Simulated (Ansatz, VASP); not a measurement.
## Two plane-wave programs on SiC

File INCAR:

```
ALGO     = Normal         # electronic algorithm
EDIFF    = 1E-7           # SCF threshold, eV
ENCUT    = 520            # plane-wave cutoff, eV
GGA      = CA             # functional
ISIF     = 2              # what is computed and relaxed
ISMEAR   = -1             # smearing method
LASPH    = T              # aspherical terms in the spheres
LCHARG   = F              # write CHGCAR
LREAL    = F              # projectors in reciprocal space
LWAVE    = F              # write WAVECAR
NBANDS   = 36             # bands
NELM     = 60             # most SCF steps
PREC     = Accurate       # precision mode
SIGMA    = 0.05           # smearing width, eV
```

Contents of KPOINTS:

```
k-points
0
Gamma
  10 10 2
```

POSCAR

```
SiC
1.0
    3.0950000000      0.0000000000      0.0000000000
   -1.5475000000      2.6803486247      0.0000000000
    0.0000000000      0.0000000000     15.1700000000
Si C
6 6
Direct
    0.6666666667      0.3333333333      0.4583000000
    0.3333333333      0.6666666667      0.9583000000
    0.6666666667      0.3333333333      0.7917000000
    0.3333333333      0.6666666667      0.2917000000
    0.0000000000      0.0000000000      0.6250000000
    0.0000000000      0.0000000000      0.1250000000
    0.6666666667      0.3333333333      0.3333000000
    0.3333333333      0.6666666667      0.8333000000
    0.6666666667      0.3333333333      0.6667000000
    0.3333333333      0.6666666667      0.1667000000
    0.0000000000      0.0000000000      0.5000000000
    0.0000000000      0.0000000000      0.0000000000
```

input.yaml

```yaml
crystal:
  lattice:
    - [3.095, 0.0, 0.0]
    - [-1.5475, 2.6803486247, 0.0]
    - [0.0, 0.0, 15.17]
  atoms:
    - { symbol: Si, position: [0.6666666667, 0.3333333333, 0.4583] }
    - { symbol: Si, position: [0.3333333333, 0.6666666667, 0.9583] }
    - { symbol: Si, position: [0.6666666667, 0.3333333333, 0.7917] }
    - { symbol: Si, position: [0.3333333333, 0.6666666667, 0.2917] }
    - { symbol: Si, position: [0.0, 0.0, 0.625] }
    - { symbol: Si, position: [0.0, 0.0, 0.125] }
    - { symbol: C, position: [0.6666666667, 0.3333333333, 0.3333] }
    - { symbol: C, position: [0.3333333333, 0.6666666667, 0.8333] }
    - { symbol: C, position: [0.6666666667, 0.3333333333, 0.6667] }
    - { symbol: C, position: [0.3333333333, 0.6666666667, 0.1667] }
    - { symbol: C, position: [0.0, 0.0, 0.5] }
    - { symbol: C, position: [0.0, 0.0, 0.0] }
hamiltonian:
  xc: lda
  pseudopotentials: { kind: paw }
kpoints:
  mp_grid: { grid: [10, 10, 2] }
  band_path:
    path:
      - [[0.0, 0.0, 0.0], [0.5, 0.0, 0.0], [0.3333333333, 0.3333333333, 0.0], [0.0, 0.0, 0.0], [0.0, 0.0, 0.5], [0.5, 0.0, 0.5], [0.3333333333, 0.3333333333, 0.5], [0.0, 0.0, 0.5]]
      - [[0.5, 0.0, 0.5], [0.5, 0.0, 0.0]]
      - [[0.3333333333, 0.3333333333, 0.0], [0.3333333333, 0.3333333333, 0.5]]
    npoints: 10
scf:
  occupations: { method: fermi_dirac, width: 0.05 }
  n_extra_bands: 30
output:
  forces: true
  stress: true
  eigenvalues: true
  fatbands: true
```

Alike in both runs: functional LDA; k mesh 10 × 10 × 2; occupations fermi-dirac, width 0.05 eV; no spin polarisation.

|  | VASP | Ansatz |
| --- | --- | --- |
| version | VASP 6.6.1 | Ansatz 0.2.0 |
| potentials or method | VASP PAW LDA potentials, release 64 (Si, C) | Ansatz PAW |
| plane-wave cutoff (eV) | 520 | 420 |
| valence electrons in the cell | 48 | 48 |
| task | single point | band structure |

Ansatz gave:

| Quantity | Value |
| --- | --- |
| gap on the k mesh at the Fermi level (eV) | 1.98 |
| least direct gap on the mesh (eV) | 3.07 |
| pressure (GPa) | -7.3 |
| traceless stress, the component that is largest in VASP (GPa) | 0.52 |
| rms of the force components (eV/Å) | 0.039 |

Problem. Estimate VASP's values.

Solution. gap on the k mesh at the Fermi level (eV): 1.97; least direct gap on the mesh (eV): 3.06; pressure (GPa): -6.9; traceless stress, the component that is largest in VASP (GPa): 0.53; rms of the force components (eV/Å): 0.039.

LDA's correlation is that of Perdew and Zunger in VASP and of Perdew and Wang (1992) in Ansatz. Atom by atom the forces differ by 0.000 eV/Å (rms over components).
